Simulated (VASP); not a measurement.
Sb:

```
Sb
1.0
    -4.08304    4.08304    2.05214
     4.08304   -4.08304    2.05214
     4.08304    4.08304   -2.05214
Sb
4
Direct
  0.65126 0.15126 0.80253
  0.15126 0.34874 0.50000
  0.34874 0.84874 0.19747
  0.84874 0.65126 0.50000
```

Base run:

```yaml
Program: VASP 6.6.1
Functional: PBE
Potentials_or_basis: VASP PAW PBE potentials, release 64 (Sb)
Cutoff: 520 eV
k_mesh: 7 × 7 × 7
Occupations: fermi-dirac, width 0.05 eV
Spin: no spin polarisation
```

Its results: band gap on the k mesh zero (band 10 reaches 6.31 eV, above the bottom of band 11 at 4.79 eV); pressure -0.4 GPa; largest force 0.061 eV/Å.

Q: The run is repeated on the same cell with these changes: functional from PBE to LDA; potentials or basis from VASP PAW PBE potentials, release 64 (Sb) to VASP PAW LDA potentials, release 64 (Sb). What comes out?

A: Band gap on the k mesh zero (band 10 reaches 6.13 eV, above the bottom of band 11 at 4.62 eV); pressure -3.4 GPa; largest force 0.100 eV/Å.

Caveats: spin-orbit coupling is left out, which moves the levels of the heavy elements.
